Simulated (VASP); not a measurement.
Wanted: the native input for a VASP 6.6.1 run.

- Task: single point
- Functional: r2SCAN
- Potentials or basis: VASP PAW PBE potentials, release 64 (Al, N)
- Cutoff: 520 eV
- k mesh: 8 × 8 × 2
- Occupations: gaussian, width 0.05 eV
- Spin: no spin polarisation
- Dipole correction: no
- Further INCAR settings: ALGO = Normal; EDIFF = 1e-06; NBANDS = 36

Crystal: AlN.

```
CELL_PARAMETERS angstrom
2.18490 -2.18490 0.00000
2.18490 0.00000 -2.18490
11.28851 7.46515 7.46515
ATOMIC_POSITIONS crystal
Al 0.76913 0.76913 0.39580
Al 0.19968 0.19968 0.22913
Al 0.33858 0.33858 0.56247
Al 0.47748 0.47748 0.89580
Al 0.90803 0.90803 0.72913
Al 0.63023 0.63023 0.06247
N 0.41149 0.41149 0.43747
N 0.84204 0.84204 0.27080
N 0.98094 0.98094 0.60413
N 0.11984 0.11984 0.93747
N 0.55039 0.55039 0.77080
N 0.27259 0.27259 0.10413
```

These files were run (other wordings do the same):

POSCAR

```
AlN
1.0
    2.1849006262     -2.1849006262      0.0000000000
    2.1849006262      0.0000000000     -2.1849006262
   11.2885075752      7.4651499694      7.4651499694
Al N
6 6
Direct
    0.7691298600     -0.2308701400      0.3958000000
    0.1996798600      0.1996798600      0.2291333333
    0.3385798600      0.3385798600      0.5624666667
    0.4774798600      0.4774798600      0.8958000000
   -0.0919701400     -0.0919701400      0.7291333333
    0.6302298600      0.6302298600      0.0624666667
    0.4114923600      0.4114923600      0.4374666667
    0.8420423600      0.8420423600      0.2708000000
   -0.0190576400     -0.0190576400      0.6041333333
    0.1198423600      0.1198423600      0.9374666667
   -0.4496076400     -0.4496076400      0.7708000000
    0.2725923600      0.2725923600      0.1041333333
```

INCAR.step1

```
  PREC = Accurate
  ENCUT = 520
  ISMEAR = 0
  SIGMA = 0.05
  LREAL = F
  LASPH = T
  NELM = 80
  NBANDS = 36
  GGA = PE
  ALGO = Normal
  EDIFF = 1E-4
  LWAVE = T
  LCHARG = F
```

INCAR.step2

```
  PREC = Accurate
  ENCUT = 520
  EDIFF = 1E-6
  ISMEAR = 0
  SIGMA = 0.05
  LREAL = F
  LASPH = T
  NELM = 80
  ALGO = Normal
  ISIF = 2
  LWAVE = F
  LCHARG = T
  METAGGA = R2SCAN
  LMIXTAU = T
  LELF = T
  LVHAR = T
  NBANDS = 36
  ISTART = 1
```

KPOINTS

```
regular mesh
0
Gamma
  8 8 2
```

Potentials or basis: VASP PAW PBE potentials, release 64 (Al, N).

Command:

```bash
$ cat potpaw_PBE.64/Al/POTCAR potpaw_PBE.64/N/POTCAR > POTCAR
$ cp INCAR.step1 INCAR
$ mpirun -np 1 vasp_std > vasp.out
$ cp INCAR.step2 INCAR
$ mpirun -np 1 vasp_std > vasp.out
```

It gave:

```json
{
  "Pressure": "-2.5 GPa",
  "Largest force": "0.735 eV/Å",
  "Band gap on the k mesh": "3.85 eV, indirect (least direct gap 4.38 eV)"
}
```

Caveat: the PAW data sets were made with another functional, which shifts forces and pressure a little.

Wall time 23 min on 1 thread of Oxide Virtual Turin-like Processor (shared host), peak memory 0.32 GiB.
